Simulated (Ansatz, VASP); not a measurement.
Ta: VASP beside Ansatz

The input POSCAR:

```
Ta
1.0
    4.6148994293      0.0000000000      0.0000000000
   -2.3074497147      3.9966201417      0.0000000000
    0.0000000000      0.0000000000      8.4010153697
Ta
8
Direct
    0.0000000000      0.3235295489      0.0000000000
    0.3235295489      0.0000000000      0.0000000000
    0.6764704511      0.6764704511      0.0000000000
    0.0000000000      0.6764704511      0.5000000000
    0.6764704511      0.0000000000      0.5000000000
    0.3235295489      0.3235295489      0.5000000000
    0.6666666667      0.3333333333      0.7500000000
    0.3333333333      0.6666666667      0.2500000000
```

Contents of INCAR.step1:

```
  PREC = Accurate
  ENCUT = 520
  ISMEAR = 0
  SIGMA = 0.15
  LREAL = False
  LASPH = True
  NELM = 80
  NBANDS = 54
  GGA = PE
  ALGO = Normal
  EDIFF = 1E-4
  LWAVE = True
  LCHARG = False
```

File INCAR.step2:

```
  PREC = Accurate
  ENCUT = 520
  EDIFF = 1E-6
  ISMEAR = 0
  SIGMA = 0.15
  LREAL = False
  LASPH = True
  NELM = 80
  ALGO = Normal
  ISIF = 2
  LWAVE = False
  LCHARG = True
  METAGGA = R2SCAN
  LMIXTAU = True
  LELF = True
  LVHAR = True
  NBANDS = 54
  ISTART = 1
```

File KPOINTS:

```
Automatic mesh
0
Gamma
  12 12 6
```

Input for Ansatz:

```yaml
crystal:
  lattice:
    - [4.6148994293, 0.0, 0.0]
    - [-2.3074497147, 3.9966201417, 0.0]
    - [0.0, 0.0, 8.4010153697]
  atoms:
    - { symbol: Ta, position: [0.0, 0.3235295489, 0.0] }
    - { symbol: Ta, position: [0.3235295489, 0.0, 0.0] }
    - { symbol: Ta, position: [0.6764704511, 0.6764704511, 0.0] }
    - { symbol: Ta, position: [0.0, 0.6764704511, 0.5] }
    - { symbol: Ta, position: [0.6764704511, 0.0, 0.5] }
    - { symbol: Ta, position: [0.3235295489, 0.3235295489, 0.5] }
    - { symbol: Ta, position: [0.6666666667, 0.3333333333, 0.75] }
    - { symbol: Ta, position: [0.3333333333, 0.6666666667, 0.25] }
basis:
  ecutwfc: 500
kpoints:
  mp_grid: { grid: [12, 12, 6] }
hamiltonian:
  xc: r2scan
scf:
  occupations: { method: gaussian, width: 0.15 }
output:
  forces: true
  stress: true
  eigenvalues: true
```

Change from the starting cell: strain -0.080 along x and y, +0.000 along z, atoms carried along.

Alike in both runs: task single point; functional r2SCAN; k mesh 12 × 12 × 6; occupations gaussian, width 0.15 eV; no spin polarisation.

|  | VASP | Ansatz |
| --- | --- | --- |
| version | VASP 6.6.1 | Ansatz 0.2.0 |
| potentials or method | VASP PAW PBE potentials, release 64 (Ta_pv), cutoff 520 eV | scalar-relativistic, plane waves, PAW |
| valence electrons in the cell | 88 | 104 |

Ansatz gave:

| Item | Value |
| --- | --- |
| gap on the k mesh at the Fermi level (eV) | none |
| pressure (GPa) | 31.6 |
| traceless stress, the component that is largest in VASP (GPa) | -10.14 |
| rms of the force components (eV/Å) | 0.069 |

**Question.** What did VASP give for the same quantities?

**Answer.** gap on the k mesh at the Fermi level (eV): none; pressure (GPa): 32.5; traceless stress, the component that is largest in VASP (GPa): -10.30; rms of the force components (eV/Å): 0.077.

VASP's potentials were made for PBE, not for r2SCAN. Atom by atom the forces differ by 0.008 eV/Å (rms over components). A gap of «none» marks a metal or a gap that the smearing closes. Both programs put the cell under a high pressure, so it lies far from rest at this level. The functional is the same, so the differences come from potentials, cutoffs and numerics. VASP's potentials hold 88 valence electrons a cell and Ansatz's 104, so a difference there can come from the potentials and not from the codes.

Spin-orbit coupling is off throughout.
